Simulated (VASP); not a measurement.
Input of a VASP 6.6.1 run:

File INCAR:

```
ALGO     = Normal         # electronic algorithm
EDIFF    = 1E-7           # SCF threshold, eV
ENCUT    = 520            # plane-wave cutoff, eV
GGA      = PE             # functional
ISIF     = 2              # what is computed and relaxed
ISMEAR   = 0              # smearing method
LASPH    = T              # aspherical terms in the spheres
LCHARG   = F              # write CHGCAR
LREAL    = F              # projectors in reciprocal space
LWAVE    = F              # write WAVECAR
NBANDS   = 14             # bands
NELM     = 80             # most SCF steps
PREC     = Accurate       # precision mode
SIGMA    = 0.019000000000000003 # smearing width, eV
```

KPOINTS

```
k-points
0
Gamma
  10 10 10
```

POSCAR

```
ZrB
1.0
    0.0000000000      2.3250000000      2.3250000000
    2.3250000000      0.0000000000      2.3250000000
    2.3250000000      2.3250000000      0.0000000000
Zr B
1 1
Direct
    0.0000000000      0.0000000000      0.0000000000
    0.5000000000      0.5000000000      0.5000000000
```

Potentials or basis: VASP PAW PBE potentials, release 64 (Zr_sv, B).

Run with:

```bash
$ cat potpaw_PBE.64/Zr_sv/POTCAR potpaw_PBE.64/B/POTCAR > POTCAR
$ mpirun -np 1 vasp_std > vasp.out
```

Estimate the pressure.

34.6 GPa.
